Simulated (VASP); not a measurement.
# Pb (Im-3m) in VASP: further runs

Pb is run at these levels: LDA; tasks: single point.

Everything below comes from runs of VASP 6.6.1. Logs are shortened: lines on timing, memory, paths and dates and some standing lists are left out, and cuts for length are marked.

**1. The cell of the first run**

Symmetry: Im-3m, No. 229, cubic system. The conventional cell has a = 3.729 Å, b = 3.729 Å, c = 3.729 Å, α = 90.00°, β = 90.00°, γ = 90.00°. Within 4.2 Å of Pb (site symmetry m-3m) lie 14 Pb at 3.23 to 3.73 Å.

**2. Single point, LDA (volume scaled by 0.9)**

The input, INCAR:

```
SYSTEM = Pb
PREC = Accurate
ENCUT = 520
EDIFF = 1E-6
ISMEAR = -1
SIGMA = 0.05
LREAL = .False.
LASPH = .True.
NELM = 80
ALGO = Normal
ISIF = 2
LWAVE = .False.
LCHARG = .False.
GGA = CA
NBANDS = 13
```

The input, KPOINTS:

```
regular mesh
0
Gamma
  14 14 14
  0 0 0
```

The input, POSCAR:

```
Pb
1.0
   -1.8647444363      1.8647444363      1.8647444363
    1.8647444363     -1.8647444363      1.8647444363
    1.8647444363      1.8647444363     -1.8647444363
Pb
1
Direct
    0.0000000000      0.0000000000      0.0000000000
```

Potentials or basis: VASP PAW LDA potentials, release 64 (Pb_d).

Run with:

```
$ cat potpaw_LDA.64/Pb_d/POTCAR > POTCAR
$ mpirun -np 1 vasp_std > vasp.out
```

OUTCAR:

```text
SYSTEM = Pb
   PREC = Accurate
   ENCUT = 520
   EDIFF = 1E-6
   ISMEAR = -1
   LREAL = .False.
   LASPH = .True.
   NELM = 80
   ISIF = 2
   GGA = CA

 ion  position               nearest neighbor table
   1  0.000  0.000  0.000-

  LATTYP: Found a body centered cubic cell.
 ALAT       =     3.7294888726

  Lattice vectors:

 A1 = (  -1.8647444363,   1.8647444363,   1.8647444363)
 A2 = (   1.8647444363,  -1.8647444363,   1.8647444363)
 A3 = (   1.8647444363,   1.8647444363,  -1.8647444363)

Analysis of symmetry for initial positions (statically):
=====================================================================
 Subroutine PRICEL returns:
 Original cell was already a primitive cell.

 Routine SETGRP: Setting up the symmetry group for a
 body centered cubic supercell.

 Subroutine GETGRP returns: Found 48 space group operations
 (whereof 48 operations were pure point group operations)
 out of a pool of 48 trial point group operations.

The static configuration has the point symmetry O_h .

Analysis of symmetry for dynamics (positions and initial velocities):
=====================================================================
 Subroutine PRICEL returns:
 Original cell was already a primitive cell.

 Routine SETGRP: Setting up the symmetry group for a
 body centered cubic supercell.

 Subroutine GETGRP returns: Found 48 space group operations
 (whereof 48 operations were pure point group operations)
 out of a pool of 48 trial point group operations.

The dynamic configuration has the point symmetry O_h .

 Subroutine INISYM returns: Found 48 space group operations
 (whereof 48 operations are pure point group operations),
 and found     1 'primitive' translations

----------------------------------------------------------------------------------------

                                     Primitive cell

  volume of cell :      25.9369

  direct lattice vectors                    reciprocal lattice vectors
    -1.864744436  1.864744436  1.864744436     0.000000000  0.268133257  0.268133257
     1.864744436 -1.864744436  1.864744436     0.268133257  0.000000000  0.268133257
     1.864744436  1.864744436 -1.864744436     0.268133257  0.268133257  0.000000000

  length of vectors
     3.229832107  3.229832107  3.229832107     0.379197689  0.379197689  0.379197689

  position of ions in fractional coordinates (direct lattice)
     0.000000000  0.000000000  0.000000000

  ion indices of the primitive-cell ions
   primitive index   ion index
                 1           1

----------------------------------------------------------------------------------------

 KPOINTS: regular mesh

Automatic generation of k-mesh.
 Grid dimensions read from file:
 generate k-points for:   14   14   14

 Generating k-lattice:

  Cartesian coordinates                     Fractional coordinates (reciprocal lattice)
     0.000000000  0.019152376  0.019152376     0.071428571  0.000000000  0.000000000
     0.019152376  0.000000000  0.019152376     0.000000000  0.071428571  0.000000000
     0.019152376  0.019152376  0.000000000     0.000000000  0.000000000  0.071428571

  Length of vectors
     0.027085549  0.027085549  0.027085549

  Shift w.r.t. Gamma in fractional coordinates (k-lattice)
     0.000000000  0.000000000  0.000000000

 Subroutine IBZKPT returns following result:
 ===========================================

 Found    104 irreducible k-points:

 Following reciprocal coordinates:
            Coordinates               Weight
  0.000000  0.000000  0.000000      1.000000
  0.071429  0.000000  0.000000     12.000000
  0.142857  0.000000  0.000000     12.000000
  0.214286  0.000000  0.000000     12.000000
  0.285714  0.000000  0.000000     12.000000
  0.357143  0.000000  0.000000     12.000000
[... 16 lines left out ...]
  0.285714  0.285714  0.000000     24.000000
  0.357143  0.285714 -0.000000     24.000000
 [... further k-points ...]
   k-points           NKPTS =    104   k-points in BZ     NKDIM =    104   number of bands    NBANDS=     13
   number of dos      NEDOS =    301   number of ions     NIONS =      1
   total plane-waves  NPLWV =  13824
   dimension x,y,z NGX =    24 NGY =   24 NGZ =   24
   dimension x,y,z NGXF=    48 NGYF=   48 NGZF=   48
   ions per type =               1
   NGX,Y,Z   is equivalent  to a cutoff of  12.35, 12.35, 12.35 a.u.
   NGXF,Y,Z  is equivalent  to a cutoff of  24.71, 24.71, 24.71 a.u.
 SYSTEM =  Pb
   PREC   = accura    normal or accurate (medium, high low for compatibility)
   ISTART =      0    job   : 0-new  1-cont  2-samecut
   ICHARG =      2    charge: 1-file 2-atom 10-const
   ISPIN  =      1    spin polarized calculation?
   LNONCOLLINEAR =      F non collinear calculations
   LSORBIT =      F    spin-orbit coupling
   LASPH  =      T    aspherical Exc in radial PAW
   ENCUT  =  520.0 eV  38.22 Ry    6.18 a.u.   6.01  6.01  6.01*2*pi/ulx,y,z
   NELM   =     80;   NELMIN=  2; NELMDL= -5     # of ELM steps
   EDIFF  = 0.1E-05   stopping-criterion for ELM
   LREAL  =      F    real-space projection
   EDIFFG = 0.1E-04   stopping-criterion for IOM
   NSW    =      0    number of steps for IOM
   IBRION =     -1    ionic relax: 0-MD 1-quasi-New 2-CG
   NFREE  =      0    steps in history (QN), initial steepest desc. (CG)
   ISIF   =      2    stress and relaxation
   ISYM   =      2    0-nonsym 1-usesym 2-fastsym
   POTIM  = 0.5000    time-step for ionic-motion
   TEBEG  =    0.0;   TEEND  =   0.0 temperature during run
   PSTRESS=    0.0 pullay stress
   NELECT =      14.0000    total number of electrons
   NUPDOWN=      -1.0000    fix difference up-down
   EMIN   =  10.00;   EMAX   =-10.00  energy-range for DOS
   EFERMI =   0.00;   METHOD = LEGACY
   ISMEAR =    -1;   SIGMA  =   0.05  broadening in eV -4-tet -1-fermi 0-gaus
   EFERMI_NEDOS =   21; number of points for ismear=-14 and -15
   IALGO  =     38    algorithm
   IMIX   =      4    mixing-type and parameters
     AMIX     =   0.40;   BMIX     =  1.00
     AMIX_MAG =   1.60;   BMIX_MAG =  1.00
  volume/ion in A,a.u.               =      25.94       175.03
  Fermi-wavevector in a.u.,A,eV,Ry     =   1.332943  2.518897 24.173969  1.776737
  Thomas-Fermi vector in A             =   2.461839
   LORBIT       =      0    0 simple, 1 ext, 2 COOP (PROOUT), +10 PAW based schemes
   GGA     = CA    functional components
   LHFCALC =     F    Hartree Fock is set to
   AEXX    =    0.0000 exact exchange contribution
   IVDW    =     0    specifies the selected vdW correction
   LEPSILON=     F    determine dielectric tensor
   LRPA    =     F    only Hartree local field effects (RPA)
 non-spin polarized calculation
  energy-cutoff  :      520.00
  volume of cell :       25.94
 maximum number of plane-waves:       716
   NGX = 13   NGY = 13   NGZ = 13

 number of electron      14.0000000 magnetization

 Free energy of the ion-electron system (eV)
  ---------------------------------------------------
  ext. energy  EPLUGINS =         0.00000000
  ---------------------------------------------------
  free energy    TOTEN  =        -4.15480029 eV

  energy without entropy =       -4.15177457  energy(sigma->0) =       -4.15328743

 E-fermi :   8.8887     XC(G=0): -11.2285

 val. band max:        8.8591658756   @ k =   0.5000   0.5000   0.4286
 cond. band min:       8.9216725896   @ k =  -0.3571   0.3571   0.3571
 fundamental gap:      0.0625067140
 Fermi energy:         8.8886975553

 k-point     1 :       0.0000    0.0000    0.0000
  band No.  band energies     occupation
      1      -8.3483      2.00000
      2      -8.3483      2.00000
      3      -8.3483      2.00000
      4      -7.9746      2.00000
      5      -7.9746      2.00000
      6      -4.0248      2.00000
      7      17.9881      0.00000
      8      17.9881      0.00000
      9      17.9881      0.00000
     10      20.2563      0.00000
     11      20.2563      0.00000
     12      20.2563      0.00000
     13      23.5593      0.00000

 k-point     2 :       0.0714    0.0000    0.0000
  band No.  band energies     occupation
      1      -8.3554      2.00000
      2      -8.3410      2.00000
      3      -8.3200      2.00000
      4      -7.9824      2.00000
      5      -7.9750      2.00000
      6      -3.9033      2.00000
      7      16.7309      0.00000
      8      17.5343      0.00000
      9      17.7606      0.00000
     10      19.7410      0.00000
     11      20.1073      0.00000
     12      20.2000      0.00000
     13      23.8116      0.00000

 k-point     3 :       0.1429    0.0000    0.0000
  band No.  band energies     occupation
      1      -8.3752      2.00000
      2      -8.3250      2.00000
      3      -8.2400      2.00000
      4      -8.0021      2.00000
      5      -7.9761      2.00000
      6      -3.5359      2.00000
      7      14.2701      0.00000
      8      16.5152      0.00000
      9      17.1209      0.00000
     10      19.0616      0.00000
     11      19.7775      0.00000
     12      20.3706      0.00000
     13      23.8723      0.00000

 k-point     4 :       0.2143    0.0000    0.0000
  band No.  band energies     occupation
      1      -8.4036      2.00000
      2      -8.3153      2.00000
      3      -8.1218      2.00000
      4      -8.0216      2.00000
      5      -7.9776      2.00000
      6      -2.9185      2.00000
      7      11.6681      0.00000
      8      15.3748      0.00000
      9      16.3156      0.00000
     10      18.4923      0.00000
     11      19.4269      0.00000
     12      20.9262      0.00000
     13      23.9480      0.00000

 k-point     5 :       0.2857    0.0000    0.0000
  band No.  band energies     occupation
      1      -8.4350      2.00000
      2      -8.3265      2.00000
      3      -8.0267      2.00000
      4      -7.9868      2.00000
      5      -7.9789      2.00000
      6      -2.0552      2.00000
      7       9.1837      0.00546
      8      14.3414      0.00000
      9      15.5714      0.00000
     10      18.0671      0.00000
     11      19.1310      0.00000
     12      21.7738      0.00000
     13      24.0511      0.00000
[... 257 lines left out ...]
 k-point    22 :       0.3571    0.2143    0.0000
  band No.  band energies     occupation
      1      -8.4334      2.00000
      2      -8.2561      2.00000
      3      -8.0422      2.00000
      4      -7.9969      2.00000
      5      -7.8545      2.00000
      6       1.2297      2.00000
      7       5.2662      2.00000
      8       8.8511      1.35890
      9      13.6287      0.00000
     10      19.6525      0.00000
     11      22.0294      0.00000
     12      23.1927      0.00000
     13      23.9924      0.00000

 k-point    23 :       0.2857    0.2857    0.0000
  band No.  band energies     occupation
      1      -8.4256      2.00000
      2      -8.2067      2.00000
      3      -8.0695      2.00000
      4      -7.9916      2.00000
      5      -7.8870      2.00000
      6       1.2231      2.00000
      7       5.9804      2.00000
      8       7.8338      2.00000
      9      13.5736      0.00000
     10      20.6959      0.00000
     11      20.8065      0.00000
     12      23.1931      0.00000
     13      26.3134      0.00000

 k-point    24 :       0.3571    0.2857   -0.0000
  band No.  band energies     occupation
      1      -8.4248      2.00000
      2      -8.1760      2.00000
      3      -8.0936      2.00000
      4      -7.9674      2.00000
      5      -7.9074      2.00000
      6       1.6505      2.00000
      7       5.8218      2.00000
      8       7.2135      2.00000
      9      13.4837      0.00000
     10      20.6754      0.00000
     11      21.8405      0.00000
     12      21.9724      0.00000
     13      26.3054      0.00000

 [... further k-points ...]

------------------------ aborting loop because EDIFF is reached ----------------------------------------

  FORCE on cell =-STRESS in cart. coord.  units (eV):
  Direction    XX          YY          ZZ          XY          YZ          ZX
  --------------------------------------------------------------------------------------
  -------------------------------------------------------------------------------------
  Total        1.1547798      1.1547798      1.1547798     -0.0000000     -0.0000000     -0.0000000
  in kB       71.3332146     71.3332146     71.3332146     -0.0000000     -0.0000000     -0.0000000
  external PRESSURE =      71.3332146 kB  Pullay stress =       0.0000000 kB

 VOLUME and BASIS-vectors are now :
 -----------------------------------------------------------------------------
  energy-cutoff  :      520.00
  volume of cell :       25.94
      direct lattice vectors                 reciprocal lattice vectors
    -1.864744436  1.864744436  1.864744436     0.000000000  0.268133257  0.268133257
     1.864744436 -1.864744436  1.864744436     0.268133257  0.000000000  0.268133257
     1.864744436  1.864744436 -1.864744436     0.268133257  0.268133257  0.000000000

 POSITION                                       TOTAL-FORCE (eV/Angst)
 -----------------------------------------------------------------------------------
      0.00000      0.00000      0.00000        -0.000000      0.000000      0.000000
 -----------------------------------------------------------------------------------
    total drift:                                0.000000      0.000000     -0.000000

  FREE ENERGIE OF THE ION-ELECTRON SYSTEM (eV)
  ---------------------------------------------------
  free  energy   TOTEN  =        -4.1548002921 eV

  energy  without entropy=       -4.1517745712  energy(sigma->0) =       -4.15328743
```

Wall time 9.8 s (1 thread of Intel Xeon Platinum 8488C (Sapphire Rapids), shared host); peak memory 0.15 GiB.

Results:

| Quantity | Value |
| --- | --- |
| Free energy | -4.1548 eV |
| Pressure | 7.1 GPa |
| Band gap on the k mesh | zero (band 7 reaches 17.99 eV, above the bottom of band 8 at 6.46 eV) |

Caveat: spin-orbit coupling is left out, which moves the levels of the heavy elements.

(Continued in part 2 of 2.)
